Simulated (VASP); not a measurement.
Here is a VASP 6.6.1 calculation.

The input INCAR:

```
PREC = Accurate ; ENCUT = 520
EDIFF = 1E-6 ; ISMEAR = 0
SIGMA = 0.2 ; LREAL = F
LASPH = T ; NELM = 60
ALGO = Fast ; ISIF = 2
LWAVE = F ; LCHARG = F
GGA = PE ; NBANDS = 76
```

KPOINTS

```
regular mesh
0
Gamma
  8 6 2
```

The input POSCAR:

```
Ir2Ru
1.0
    2.7420893039      0.0000000289      0.0000000000
   -0.0000000500      4.7494379932      0.0000000000
    0.0000000000      0.0000000000     13.1556345000
Ru Ir
4 8
Direct
    0.0000000000      0.0000000000      0.6651990000
    0.5000000000      0.5000000000      0.6651990000
    0.0000000000      0.0000000000      0.3348010000
    0.5000000000      0.5000000000      0.3348010000
    0.0000000000      0.0000000000      0.0000000000
    0.5000000000      0.5000000000      0.0000000000
    0.0000000000      0.3333333333      0.8290960000
    0.5000000000      0.8333333333      0.8290960000
    0.0000000000      0.3333333333      0.1709040000
    0.5000000000      0.8333333333      0.1709040000
    0.0000000000      0.3333333333      0.5000000000
    0.5000000000      0.8333333333      0.5000000000
```

Potentials or basis: VASP PAW PBE potentials, release 64 (Ru_pv, Ir).

Run with:

```console
$ cat potpaw_PBE.64/Ru_pv/POTCAR potpaw_PBE.64/Ir/POTCAR > POTCAR
$ mpirun -np 1 vasp_std > vasp.out
```

(1) What does it give for the band gap on the k mesh?

(2) Predict the pressure.

(3) Estimate the largest force.

## Answers

(1) zero (bands 64 and 65 overlap by 2.01 eV).

(2) 0.6 GPa.

(3) 0.044 eV/Å.

Caveat: spin-orbit coupling is left out, which moves the levels of the heavy elements.
